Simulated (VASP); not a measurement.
The system is P.

```
P
1.0
     3.34463    0.00000    0.00000
    -1.67231    2.89653    0.00000
     0.00000    0.00000    6.01493
P
4
Direct
  0.00000 0.00000 0.00000
  0.00000 0.00000 0.50000
  0.33333 0.66667 0.75000
  0.66667 0.33333 0.25000
```

This isn't the form of P at room conditions, which is orthorhombic.

```yaml
Program: VASP 6.6.1
Task: relaxation of cell and atoms
Functional: PBEsol
Potentials_or_basis: VASP PAW PBE potentials, release 64 (P)
Cutoff: 600 eV
k_mesh: 15 × 15 × 8
Occupations: gaussian, width 0.1 eV
Spin: no spin polarisation
```

At the start: pressure 0.8 GPa; volume 14.57 Å³/atom.

Where does the relaxation end?

Over 6 steps the energy falls by 9.8 meV/atom and the volume is 14.58 Å³/atom (+0.1 %); space group P6_3/mmc (No. 194, to 0.1 Å) before and after.

The path:
```csv
step,energy change (eV),largest force (eV/Å),pressure (GPa),volume (Å³)
1,0.0000,0.0000,0.82,58.27
2,-0.0364,0.0000,-0.88,58.88
3,-0.0368,0.0000,-1.10,58.96
4,-0.0368,0.0000,-1.05,58.94
5,-0.0390,0.0000,0.24,58.15
6,-0.0392,0.0000,-0.03,58.31
```

Final structure:
```yaml
crystal:
  lattice:
    - [3.29859, 0.00000, 0.00000]
    - [-1.64930, 2.85666, 0.00000]
    - [0.00000, 0.00000, 6.18795]
  atoms:
    - { symbol: P, position: [0.00000, 0.00000, 0.00000] }
    - { symbol: P, position: [0.00000, 0.00000, 0.50000] }
    - { symbol: P, position: [0.33333, 0.66667, 0.75000] }
    - { symbol: P, position: [0.66667, 0.33333, 0.25000] }
```

Caveat: the PAW data sets were made with another functional, which shifts forces and pressure a little.
